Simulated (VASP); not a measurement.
A run of VASP 6.6.1 is set up as follows.

The input INCAR:

```
SYSTEM = Co
PREC = Accurate
ENCUT = 520
EDIFF = 1E-6
ISMEAR = 0
SIGMA = 0.05
LREAL = .FALSE.
LASPH = .TRUE.
NELM = 150
ALGO = Normal
ISIF = 2
LWAVE = .FALSE.
LCHARG = .FALSE.
ISPIN = 2
MAGMOM = 1.5 1.5
LORBIT = 11
LMAXMIX = 4
GGA = PS
NBANDS = 20
```

File KPOINTS:

```
Automatic mesh
0
G
  20 20 10
  0 0 0
```

The input POSCAR:

```
Co
1.0
    2.4575622994      0.0000000000      0.0000000000
   -1.2287811497      2.1283113827      0.0000000000
    0.0000000000      0.0000000000      3.9663595200
Co
2
Direct
    0.3333333333      0.6666666667      0.7500000000
    0.6666666667      0.3333333333      0.2500000000
```

Potentials or basis: VASP PAW PBE potentials, release 64 (Co).

The run is started by

```sh
$ cat potpaw_PBE.64/Co/POTCAR > POTCAR
$ mpirun -np 1 vasp_std > vasp.out
```

**Question.** Predict the pressure.

**Answer.** -0.9 GPa.

**Question.** Estimate the site moments.

**Answer.** Co +1.58 μB.

**Question.** Estimate the net moment.

**Answer.** 3.15 μB per cell.

Stress tensor (GPa, compression positive):
```
-0.85  0.00  0.00
 0.00 -0.85  0.00
 0.00  0.00 -1.00
```

Caveat: the PAW data sets were made with another functional, which shifts forces and pressure a little.
